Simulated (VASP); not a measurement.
Input of a VASP 6.6.1 run:

POSCAR

```
BaZrO3
1.0
    4.1633013651      0.0000000000      0.0000000000
    0.0000000000      4.1633013651      0.0000000000
    0.0000000000      0.0000000000      4.2281670064
Ba Zr O
1 1 3
Direct
    0.0000000000      0.0000000000      0.0000000000
    0.5000000000      0.5000000000      0.5000000000
    0.5000000000      0.5000000000      0.0000000000
    0.5000000000      0.0000000000      0.5000000000
    0.0000000000      0.5000000000      0.5000000000
```

Contents of INCAR.step1:

```
SYSTEM = BaZrO3
ALGO = Normal ; EDIFF = 1E-4
ENCUT = 520 ; GGA = PE
ISMEAR = 0 ; LASPH = .TRUE.
LCHARG = .FALSE. ; LREAL = .FALSE.
LWAVE = .TRUE. ; NBANDS = 28
NELM = 100 ; PREC = Accurate
SIGMA = 0.01
```

File INCAR.step2:

```
SYSTEM = BaZrO3
ALGO = Normal ; EDIFF = 1E-6
ENCUT = 520 ; ISIF = 2
ISMEAR = 0 ; ISTART = 1
LASPH = .TRUE. ; LCHARG = .TRUE.
LELF = .TRUE. ; LMIXTAU = .TRUE.
LREAL = .FALSE. ; LVHAR = .TRUE.
LWAVE = .FALSE. ; METAGGA = R2SCAN
NBANDS = 28 ; NELM = 100
PREC = Accurate ; SIGMA = 0.01
```

File KPOINTS:

```
k-points
0
G
  6 6 6
  0 0 0
```

Potentials or basis: VASP PAW PBE potentials, release 64 (Ba_sv, Zr_sv, O).

Run with:

```console
$ cat potpaw_PBE.64/Ba_sv/POTCAR potpaw_PBE.64/Zr_sv/POTCAR potpaw_PBE.64/O/POTCAR > POTCAR
$ cp INCAR.step1 INCAR
$ mpirun -np 1 vasp_std > vasp.out
$ cp INCAR.step2 INCAR
$ mpirun -np 1 vasp_std > vasp.out
```

Predict the band gap on the k mesh.

3.68 eV, indirect (least direct gap 3.92 eV).

What does it give for the pressure?

3.6 GPa.

Stress tensor (GPa, compression positive):
```
4.89 0.00 0.00
0.00 4.89 0.00
0.00 0.00 1.03
```

Caveat: the cell differs from its parent crystal (epitaxial xy strain -1.0%); the PAW data sets were made with another functional, which shifts forces and pressure a little; spin-orbit coupling is left out, which moves the levels of the heavy elements. A k mesh can miss the band edges.
